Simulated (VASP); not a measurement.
# VO2 (P4_2/mnm) in VASP: further runs

VO2 is run at these levels: PBE exchange alone, PBE; tasks: single point.

Everything below comes from runs of VASP 6.6.1. Logs are shortened: lines on timing, memory, paths and dates and some standing lists are left out, and cuts for length are marked.

**1. The cell of the first run**

It takes space group P4_2/mnm (No. 136, tetragonal). The conventional cell has a = 4.415 Å, b = 4.415 Å, c = 2.982 Å, α = 90.00°, β = 90.00°, γ = 90.00°. Within 2.5 Å of V (site symmetry mmm) lie 6 O at 1.87 to 1.95 Å. Within 2.7 Å of O (site symmetry m2m) lie 3 V at 1.87 to 1.95 Å and 9 O at 2.50 to 2.70 Å.

**2. Single point, PBE exchange alone, collinear spin, ferromagnetic start**

INCAR reads:

```
SYSTEM = VO2
PREC = Accurate
ENCUT = 600
EDIFF = 1E-6
ISMEAR = -1
SIGMA = 0.05
LREAL = .FALSE.
LASPH = .TRUE.
NELM = 200
ALGO = Normal
ISIF = 2
LWAVE = .FALSE.
LCHARG = .FALSE.
ISPIN = 2
MAGMOM = 2 2 0 0 0 0
LORBIT = 11
LMAXMIX = 4
GGA = PE
ALDAC = 0.0
AGGAC = 0.0
NBANDS = 38
GGA_COMPAT = .FALSE.
```

KPOINTS reads:

```
regular mesh
0
G
  6 6 9
  0 0 0
```

POSCAR reads:

```
VO2
1.0
    4.4151925128      0.0000000000      0.0000000000
    0.0000000000      4.4151925128      0.0000000000
    0.0000000000      0.0000000000      2.9823009287
V O
2 4
Direct
    0.5000000000      0.5000000000      0.5000000000
    0.0000000000      0.0000000000      0.0000000000
    0.2003580000      0.7996420000      0.5000000000
    0.7996420000      0.2003580000      0.5000000000
    0.7003580000      0.7003580000      0.0000000000
    0.2996420000      0.2996420000      0.0000000000
```

Potentials or basis: VASP PAW PBE potentials, release 64 (V_sv, O).

The run is started by

```sh
$ cat potpaw_PBE.64/V_sv/POTCAR potpaw_PBE.64/O/POTCAR > POTCAR
$ mpirun -np 1 vasp_std > vasp.out
```

OUTCAR:

```text
SYSTEM = VO2
   PREC = Accurate
   ENCUT = 600
   EDIFF = 1E-6
   ISMEAR = -1
   LREAL = .FALSE.
   LASPH = .TRUE.
   NELM = 200
   ISIF = 2
   ISPIN = 2
   LORBIT = 11
   GGA = PE

 ion  position               nearest neighbor table
   1  0.500  0.500  0.500-   3 1.87   4 1.87   5 1.95   6 1.95   5 1.95   6 1.95
   2  0.000  0.000  0.000-   5 1.87   6 1.87   3 1.95   4 1.95   3 1.95   4 1.95
   3  0.200  0.800  0.500-   1 1.87   2 1.95   2 1.95
   4  0.800  0.200  0.500-   1 1.87   2 1.95   2 1.95
   5  0.700  0.700  0.000-   2 1.87   1 1.95   1 1.95
   6  0.300  0.300  0.000-   2 1.87   1 1.95   1 1.95

  LATTYP: Found a simple tetragonal cell.
 ALAT       =     4.4151925128
 C/A-ratio  =     0.6754633960

  Lattice vectors:

 A1 = (   4.4151925128,   0.0000000000,   0.0000000000)
 A2 = (   0.0000000000,   4.4151925128,   0.0000000000)
 A3 = (   0.0000000000,   0.0000000000,   2.9823009287)

Analysis of symmetry for initial positions (statically):
=====================================================================
 Subroutine PRICEL returns:
 Original cell was already a primitive cell.

 Routine SETGRP: Setting up the symmetry group for a
 simple tetragonal supercell.

 Subroutine GETGRP returns: Found 16 space group operations
 (whereof  8 operations were pure point group operations)
 out of a pool of 16 trial point group operations.

The static configuration has the point symmetry D_2h.
 The point group associated with its full space group is D_4h.

Analysis of symmetry for dynamics (positions and initial velocities):
=====================================================================
 Subroutine PRICEL returns:
 Original cell was already a primitive cell.

 Routine SETGRP: Setting up the symmetry group for a
 simple tetragonal supercell.

 Subroutine GETGRP returns: Found 16 space group operations
 (whereof  8 operations were pure point group operations)
 out of a pool of 16 trial point group operations.

The dynamic configuration has the point symmetry D_2h.
 The point group associated with its full space group is D_4h.

Analysis of structural, dynamic, and magnetic symmetry:
=====================================================================
 Subroutine PRICEL returns:
 Original cell was already a primitive cell.

 Routine SETGRP: Setting up the symmetry group for a
 simple tetragonal supercell.

 Subroutine GETGRP returns: Found 16 space group operations
 (whereof  8 operations were pure point group operations)
[... 144 lines left out ...]
  volume of cell :       58.14
 maximum number of plane-waves:      1964
 NGX is ok and might be reduce to    36
   NGX = 17   NGY = 17   NGZ = 11

 number of electron      50.0000021 magnetization       1.9999841

 Free energy of the ion-electron system (eV)
  ---------------------------------------------------
  ext. energy  EPLUGINS =         0.00000000
  ---------------------------------------------------
  free energy    TOTEN  =       -44.38438855 eV

  energy without entropy =      -44.34342633  energy(sigma->0) =      -44.36390744

 E-fermi :   7.9665     XC(G=0): -10.1454

 val. band max:        7.9655324762   @ k =   0.1667   0.0000   0.1111
 cond. band min:       7.9683666388   @ k =   0.1667   0.0000   0.4444
 fundamental gap:      0.0028341626
 Fermi energy:         7.9665204997

 spin component 1

 k-point     1 :       0.0000    0.0000    0.0000
  band No.  band energies     occupation
      1     -57.9945      1.00000
      2     -57.9827      1.00000
      3     -31.8951      1.00000
      4     -31.8951      1.00000
      5     -31.8190      1.00000
      6     -31.7923      1.00000
[... 949 lines left out ...]
     36      18.5947      0.00000
     37      21.6615      0.00000

 [... further k-points ...]

 spin component 2

 k-point     1 :       0.0000    0.0000    0.0000
  band No.  band energies     occupation
      1     -56.6752      1.00000
      2     -56.6625      1.00000
      3     -30.6741      1.00000
      4     -30.6741      1.00000
      5     -30.4979      1.00000
      6     -30.4679      1.00000
[... 949 lines left out ...]
     36      18.7354      0.00000
     37      22.0681      0.00000

 [... further k-points ...]

 [bands above 37 left out]

------------------------ aborting loop because EDIFF is reached ----------------------------------------

  FORCE on cell =-STRESS in cart. coord.  units (eV):
  Direction    XX          YY          ZZ          XY          YZ          ZX
  --------------------------------------------------------------------------------------
  -------------------------------------------------------------------------------------
  Total       12.5121013     12.5121013      6.5344104      0.0000000      0.0000000      0.0000000
  in kB      344.8181215    344.8181215    180.0803125      0.0000000      0.0000000      0.0000000
  external PRESSURE =     289.9055185 kB  Pullay stress =       0.0000000 kB

 VOLUME and BASIS-vectors are now :
 -----------------------------------------------------------------------------
  energy-cutoff  :      600.00
  volume of cell :       58.14
      direct lattice vectors                 reciprocal lattice vectors
     4.415192513  0.000000000  0.000000000     0.226490690  0.000000000  0.000000000
     0.000000000  4.415192513  0.000000000     0.000000000  0.226490690  0.000000000
     0.000000000  0.000000000  2.982300929     0.000000000  0.000000000  0.335311568

 POSITION                                       TOTAL-FORCE (eV/Angst)
 -----------------------------------------------------------------------------------
      2.20760      2.20760      1.49115        -0.000000      0.000000      0.000000
      0.00000      0.00000      0.00000        -0.000000      0.000000      0.000000
      0.88462      3.53057      1.49115        -0.094855      0.094855      0.000000
      3.53057      0.88462      1.49115         0.094855     -0.094855      0.000000
      3.09222      3.09222      0.00000        -0.094855     -0.094855      0.000000
      1.32298      1.32298      0.00000         0.094855      0.094855      0.000000
 -----------------------------------------------------------------------------------
    total drift:                                0.000000      0.000000      0.000000

  FREE ENERGIE OF THE ION-ELECTRON SYSTEM (eV)
  ---------------------------------------------------
  free  energy   TOTEN  =       -44.3843885534 eV

  energy  without entropy=      -44.3434263328  energy(sigma->0) =      -44.36390744

 total charge

# of ion       s       p       d       tot
------------------------------------------
    1        2.283   6.336   2.901  11.521
    2        2.283   6.336   2.901  11.521
    3        1.568   3.508   0.000   5.076
    4        1.568   3.508   0.000   5.076
    5        1.568   3.508   0.000   5.076
    6        1.568   3.508   0.000   5.076
--------------------------------------------------
tot         10.837  26.704   5.803  43.344

 magnetization (x)

# of ion       s       p       d       tot
------------------------------------------
    1        0.017   0.015   1.079   1.111
    2        0.017   0.015   1.079   1.111
    3       -0.003  -0.078   0.000  -0.081
    4       -0.003  -0.078   0.000  -0.081
    5       -0.003  -0.078   0.000  -0.081
    6       -0.003  -0.078   0.000  -0.081
--------------------------------------------------
tot          0.023  -0.281   2.159   1.901
```

stdout:

```text
POSCAR found type information on POSCAR V O
 POSCAR found :  2 types and       6 ions
 scaLAPACK will be used
 LDA part: xc-table for (Slater+PW92), standard interpolation
 POSCAR, INCAR and KPOINTS ok, starting setup
 FFT: planning ... GRIDC
 FFT: planning ... GRID_SOFT
 FFT: planning ... GRID
 WAVECAR not read
 entering main loop
```

Wall time 94 s (1 thread of Intel Xeon 6975P-C (Granite Rapids), shared host); peak memory 0.32 GiB.

What came out:

```
Free energy                                           : -44.3844 eV
Pressure                                              : 29.0 GPa
Largest force                                         : 0.134 eV/Å
Band gap on the k mesh                                : zero (filled and empty bands overlap)
Net moment                                            : 2.00 μB per cell
Site moments                                          : V +1.11; O -0.08 μB
Valence electrons inside the program's atomic spheres : V 11.52; O 5.08
```

Forces on the atoms (eV/Å):
```
V    0.000  0.000  0.000
V    0.000  0.000  0.000
O   -0.095  0.095  0.000
O    0.095 -0.095  0.000
O   -0.095 -0.095  0.000
O    0.095  0.095  0.000
```

Caveat: the stress differs along the axes, from 18 to 34 GPa; semilocal functionals often make such compounds metallic where correlation or magnetic order opens a gap, which also shifts bond lengths.

**3. Single point, PBE, collinear spin, ferromagnetic start**

This run uses another cell than the first one, of 10.31 Å³/atom.

INCAR reads:

```
SYSTEM = VO2
  ALGO = Normal
  EDIFF = 1E-6
  ENCUT = 600
  GGA = PE
  GGA_COMPAT = .False.
  ISIF = 2
  ISMEAR = 0
  ISPIN = 2
  LASPH = .True.
  LCHARG = .False.
  LMAXMIX = 4
  LORBIT = 11
  LREAL = .False.
  LWAVE = .False.
  MAGMOM = 2 2 0 0 0 0
  NBANDS = 38
  NELM = 200
  PREC = Accurate
  SIGMA = 0.014
```

KPOINTS reads:

```
k-points
0
Gamma
  6 6 9
  0 0 0
```

POSCAR, as its differences from that of step 2:

```diff
@@ -2,5 +2,5 @@
 1.0
-    4.4151925128      0.0000000000      0.0000000000
-    0.0000000000      4.4151925128      0.0000000000
-    0.0000000000      0.0000000000      2.9823009287
+    4.5072020454      0.0000000000      0.0000000000
+    0.0000000000      4.5072020454      0.0000000000
+    0.0000000000      0.0000000000      3.0444500000
 V O
```

Potentials or basis: VASP PAW PBE potentials, release 64 (V_sv, O).

The run is started by

```sh
$ cat potpaw_PBE.64/V_sv/POTCAR potpaw_PBE.64/O/POTCAR > POTCAR
$ mpirun -np 1 vasp_std > vasp.out
```

It took 3.1 min on 1 thread of Intel Xeon Platinum 8259CL at 2.50GHz (Skylake/Cascade Lake), shared host; peak memory 0.33 GiB.

Results (log left out):

```yaml
Free_energy: -51.6789 eV
Pressure: -8.7 GPa
Largest_force: 0.200 eV/Å
Band_gap_on_the_k_mesh: zero (filled and empty bands overlap)
Net_moment: 2.00 μB per cell
Site_moments: V +1.08; O -0.07 μB
Valence_electrons_inside_the_program's_atomic_spheres: V 11.39; O 5.02
```

Forces in eV/Å, atoms in the order of the input:
```
V    0.000  0.000  0.000
V    0.000  0.000  0.000
O   -0.141  0.141  0.000
O    0.141 -0.141  0.000
O   -0.141 -0.141  0.000
O    0.141  0.141  0.000
```

Stress tensor (GPa, compression positive):
```
 -2.21   0.00   0.00
  0.00  -2.21   0.00
  0.00   0.00 -21.63
```

Levels at points of the mesh, in eV from the Fermi level:
Spin up:
```tsv
k point	band 22	band 23	band 24	band 25	band 26	band 27	band 28	band 29	band 30	band 31
(0.00, 0.00, 0.00)	-1.53	-1.53	-1.02	-0.78	-0.47	-0.34	-0.34	-0.33	1.88	1.90
(0.50, 0.00, 0.00)	-3.30	-1.78	-1.78	-0.14	-0.14	0.38	0.38	0.94	0.94	3.44
(0.50, 0.50, 0.00)	-2.75	-2.35	-2.35	-0.71	-0.71	-0.31	-0.31	1.34	1.34	3.29
```
Spin down:
```csv
k point,band 20,band 21,band 22,band 23,band 24,band 25,band 26,band 27,band 28,band 29
"(0.00, 0.00, 0.00)",-3.66,-2.05,-1.66,-1.66,-1.20,0.60,0.72,0.80,0.90,0.90
"(0.50, 0.00, 0.00)",-4.34,-3.19,-3.19,-1.93,-1.93,1.15,1.15,1.55,1.55,1.87
"(0.50, 0.50, 0.00)",-3.28,-2.82,-2.82,-2.42,-2.42,0.59,0.59,0.93,0.93,2.14
```

Caveat: the stress differs along the axes, from -22 to -2 GPa; semilocal functionals often make such compounds metallic where correlation or magnetic order opens a gap, which also shifts bond lengths.
